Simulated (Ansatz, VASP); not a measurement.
# One calculation of TaN, two programs

INCAR

```
SYSTEM = TaN
PREC = Accurate ; ENCUT = 520
EDIFF = 1E-8 ; ISMEAR = -1
SIGMA = 0.02 ; LREAL = .False.
LASPH = .True. ; NELM = 120
ALGO = Normal ; ISIF = 2
LWAVE = .False. ; LCHARG = .False.
GGA = PE ; LEFG = .True.
NBANDS = 16 ; GGA_COMPAT = .False.
```

File KPOINTS:

```
Automatic mesh
0
Gamma
  12 12 10
  0 0 0
```

Contents of POSCAR:

```
TaN
1.0
    2.9182801511      0.0000000000      0.0000000000
   -1.4591400756      2.5273047463      0.0000000000
    0.0000000000      0.0000000000      2.8636504237
Ta N
1 1
Direct
    0.3333333333      0.6666666667      0.5000000000
    0.0000000000      0.0000000000      0.0000000000
```

Input for Ansatz:

```yaml
crystal:
  lattice:
    - [2.9182801511, 0.0, 0.0]
    - [-1.4591400756, 2.5273047463, 0.0]
    - [0.0, 0.0, 2.8636504237]
  atoms:
    - { symbol: Ta, position: [0.3333333333, 0.6666666667, 0.5] }
    - { symbol: "N", position: [0.0, 0.0, 0.0] }
kpoints:
  mp_grid: { grid: [12, 12, 10] }
scf:
  occupations: { method: fermi_dirac, width: 0.02 }
hamiltonian:
  xc: pbe
  pseudopotentials: { kind: paw }
output:
  forces: true
  stress: true
  eigenvalues: true
  efg: { contact_densities: true }
```

Change from the starting cell: volume scaled by 0.98, PAW files.

Alike in both runs: task electric field gradients; functional PBE; k mesh 12 × 12 × 10; occupations fermi-dirac, width 0.02 eV; no spin polarisation.

|  | VASP | Ansatz |
| --- | --- | --- |
| version | VASP 6.6.1 | Ansatz 0.2.0 |
| potentials or method | VASP PAW PBE potentials, release 64 (Ta_sv_GW, N) | PAW with Ansatz's default frozen-core files, scalar-relativistic |
| plane-wave cutoff (eV) | 520 | 420 |
| valence electrons in the cell | 18 | 18 |

```tsv
	VASP	Ansatz	Ansatz less VASP
size of Vzz on the site where it differs most (V/Å²)	32.3	50.2	+17.91
```

Neither program's run includes spin-orbit coupling.
